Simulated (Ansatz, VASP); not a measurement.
# GaN: VASP beside Ansatz

The input POSCAR:

```
GaN
1.0
    5.2303800000      0.0000000000      0.0000000000
   -2.6151900000      4.5296400000      0.0000000000
    0.0000000000      0.0000000000      3.3901000000
Ga N
1 1
Direct
    0.0000000000      0.0000000000      0.5000000000
    0.0000000000      0.0000000000      0.0000000000
```

The input INCAR.step1:

```
PREC     = Accurate       # precision mode
ENCUT    = 520            # plane-wave cutoff, eV
EDIFF    = 1E-5           # SCF threshold, eV
ISMEAR   = -1             # smearing method
SIGMA    = 0.05           # smearing width, eV
LREAL    = F              # projectors in reciprocal space
LASPH    = T              # aspherical terms in the spheres
NELM     = 60             # most SCF steps
ALGO     = Normal         # electronic algorithm
ISIF     = 2              # what is computed and relaxed
LWAVE    = T              # write WAVECAR
LCHARG   = F              # write CHGCAR
NBANDS   = 16             # bands
GGA      = PE             # functional
```

The input INCAR.step2:

```
PREC     = Accurate       # precision mode
ENCUT    = 520            # plane-wave cutoff, eV
EDIFF    = 1E-6           # SCF threshold, eV
ISMEAR   = -1             # smearing method
SIGMA    = 0.05           # smearing width, eV
LREAL    = F              # projectors in reciprocal space
LASPH    = T              # aspherical terms in the spheres
NELM     = 60             # most SCF steps
ALGO     = Normal         # electronic algorithm
ISIF     = 2              # what is computed and relaxed
LWAVE    = F              # write WAVECAR
LCHARG   = F              # write CHGCAR
GGA      = PS             # functional
LHFCALC  = T              # exact exchange
AEXX     = 0.25           # exact-exchange fraction
HFSCREEN = 0.207          # screening, 1/A
PRECFOCK = Normal       
NBANDS   = 16             # bands
ISTART   = 1
```

Contents of KPOINTS:

```
Automatic mesh
0
Gamma
  3 3 4
```

The input input:

```
crystal:
  lattice:
    - [5.23038, 0.0, 0.0]
    - [-2.61519, 4.52964, 0.0]
    - [0.0, 0.0, 3.3901]
  atoms:
    - { symbol: Ga, position: [0.0, 0.0, 0.5] }
    - { symbol: "N", position: [0.0, 0.0, 0.0] }
hamiltonian:
  xc:
    exchange: hjs_pbesol
    correlation: pbesol
    exx: { coeff: 0.25, omega: 0.207 }
  pseudopotentials: { kind: paw }
kpoints:
  mp_grid: { grid: [3, 3, 4] }
  band_path:
    path:
      - [[0.0, 0.0, 0.0], [0.5, 0.0, 0.0], [0.3333333333, 0.3333333333, 0.0], [0.0, 0.0, 0.0], [0.0, 0.0, 0.5], [0.5, 0.0, 0.5], [0.3333333333, 0.3333333333, 0.5], [0.0, 0.0, 0.5]]
      - [[0.5, 0.0, 0.5], [0.5, 0.0, 0.0]]
      - [[0.3333333333, 0.3333333333, 0.0], [0.3333333333, 0.3333333333, 0.5]]
    npoints: 4
scf:
  occupations: { method: fermi_dirac, width: 0.05 }
  n_extra_bands: 6
output:
  forces: true
  stress: true
  eigenvalues: true
  fatbands: false
  write_density: true
  write_potential: true
  elf: true
  volumetric_format: npy
```

Alike in both runs: functional PBEsol-based screened hybrid; k mesh 3 × 3 × 4; occupations fermi-dirac, width 0.05 eV; no spin polarisation.

|  | VASP | Ansatz |
| --- | --- | --- |
| version | VASP 6.6.1 | Ansatz 0.2.0 |
| potentials or method | VASP PAW PBE potentials, release 64 (Ga_d, N) | Ansatz PAW |
| plane-wave cutoff (eV) | 520 | 420 |
| valence electrons in the cell | 18 | 18 |
| task | single point | band structure |

|  | VASP | Ansatz | Ansatz less VASP |
| --- | --- | --- | --- |
| gap on the k mesh at the Fermi level (eV) | 2.38 | 2.38 | -0.001 |
| least direct gap on the mesh (eV) | 4.20 | 4.20 | -0.006 |
| pressure (GPa) | -2.0 | -1.7 | +0.25 |
| traceless stress, the component that is largest in VASP (GPa) | -3.99 | -3.55 | +0.438 |

VASP's potentials were made for PBE, not for PBEsol-based screened hybrid.

The k mesh is coarse, so the values compare programs but aren't converged.
